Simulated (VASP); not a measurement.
Runs of VASP 6.6.1 on SbBr. The structure is that of space group Pm-3m (No. 221), or close to it. The cells are those of the table. The cell was generated, and may not be a known phase.

```tsv
task	cell	k mesh	gap on the mesh (eV)	pressure (GPa)	relaxed volume (Å³/atom)
relaxation of cell and atoms	relaxed from a = 4.276 Å, 2 atoms	4 × 4 × 4	none	0.2	26.62
single point	a = 4.276 Å, 2 atoms	4 × 4 × 4	none	-6.6	-
single point	a = 3.770 Å, 2 atoms	4 × 4 × 4	none	(b)	-
relaxation of cell and atoms	relaxed from a = 3.770 Å, 2 atoms	14 × 14 × 14	none	0.0	(a)
single point	a = 3.781 Å, 2 atoms	14 × 14 × 14	none	-0.2	-
```

Alike in all rows: level PBE; potentials or basis VASP PAW PBE potentials, release 64 (Sb, Br); no spin polarisation; cutoff (eV) 500; smearing gaussian 0.1 eV.

Problem. Fill in the values left out.

Solution. (a) 26.95; (b) -0.1.

Caveats: some runs use coarse meshes; spin-orbit coupling is left out, which moves the levels of the heavy elements; the volume moved by over 15 % at a fixed basis, so the end points are rough (at least some runs).

A k mesh can miss the band edges, and the runs leave out spin-orbit coupling on Br, Sb.

A gap of «none» marks levels without a gap at the run's occupations.
